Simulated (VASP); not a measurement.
**W: single point with LDA**

Crystal: W.

```xyz
3
Lattice="4.6742 0.0000 0.0000 -2.3371 4.0480 0.0000 0.0000 0.0000 2.5993" Properties=species:S:1:pos:R:3 pbc="T T T"
W     0.0000    0.0000    0.0000
W     0.0000    2.6987    1.2997
W     2.3371    1.3493    1.2997
```

This cell differs from its parent crystal: volume scaled by 1.04.

| Quantity | Value |
| --- | --- |
| Program | VASP 6.6.1 |
| Task | single point |
| Functional | LDA |
| Potentials or basis | VASP PAW LDA potentials, release 64 (W_sv) |
| Cutoff | 520 eV |
| k mesh | 9 × 9 × 14 |
| Occupations | fermi-dirac, width 0.1 eV |
| Spin | no spin polarisation |
| Dipole correction | no |
| Further INCAR settings | ALGO = Normal; EDIFF = 1e-06; NBANDS = 28 |

The pressure is -9.3 GPa and the band gap on the k mesh is zero (band 21 reaches 11.11 eV, above the bottom of band 22 at 10.17 eV).

Stress tensor (GPa, compression positive):
```
 -8.48   0.00   0.00
  0.00  -8.48   0.00
  0.00   0.00 -10.90
```

Levels at points of the mesh, in eV from the Fermi level:
| k point | band 17 | band 18 | band 19 | band 20 | band 21 | band 22 | band 23 | band 24 | band 25 | band 26 |
| --- | --- | --- | --- | --- | --- | --- | --- | --- | --- | --- |
| (0.00, 0.00, 0.00) | -2.46 | -2.42 | -2.42 | -2.30 | -0.35 | -0.35 | 2.10 | 2.10 | 2.17 | 2.17 |
| (0.00, 0.00, 0.50) | -4.14 | -2.56 | -1.11 | -1.11 | 0.22 | 0.22 | 3.12 | 3.12 | 3.97 | 3.97 |

Run time: 40 s on 1 thread of Intel(R) Xeon(R) 6975P-C (Granite Rapids) (shared host), peak memory 0.21 GiB.

Caveat: spin-orbit coupling is left out, which moves the levels of the heavy elements.
